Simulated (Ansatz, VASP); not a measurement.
AlHg in VASP and in Ansatz

```
Al Hg
1.0
     0.00000    3.06448    3.06448
     3.06448    0.00000    3.06448
     3.06448    3.06448    0.00000
Al Hg
1 1
Cartesian
  0.0000 0.0000 0.0000
  4.5967 4.5967 4.5967
```

Change from the starting cell: species swapped into the InAs type (F-43m, No. 216).

Alike in both runs: functional PBE; k mesh 6 × 6 × 6; occupations gaussian, width 0.1 eV; no spin polarisation.

Ansatz relaxed the structure, and its values are those at the end. VASP's run is a single point on that final structure, the one shown.

|  | VASP | Ansatz |
| --- | --- | --- |
| version | VASP 6.6.1 | Ansatz 0.2.0 |
| potentials or method | VASP PAW PBE potentials, release 64 (Al, Hg), cutoff 500 eV | scalar-relativistic, plane waves, PAW |
| valence electrons in the cell | 15 | 23 |

|  | VASP | Ansatz | Ansatz less VASP |
| --- | --- | --- | --- |
| gap on the k mesh at the Fermi level (eV) | none | none | - |
| pressure (GPa) | 0.1 | 0.1 | -0.02 |

A gap of «none» marks a metal or a gap that the smearing closes. VASP's potentials hold 15 valence electrons a cell and Ansatz's 23, so a difference there can come from the potentials and not from the codes.

Spin-orbit coupling is off throughout.
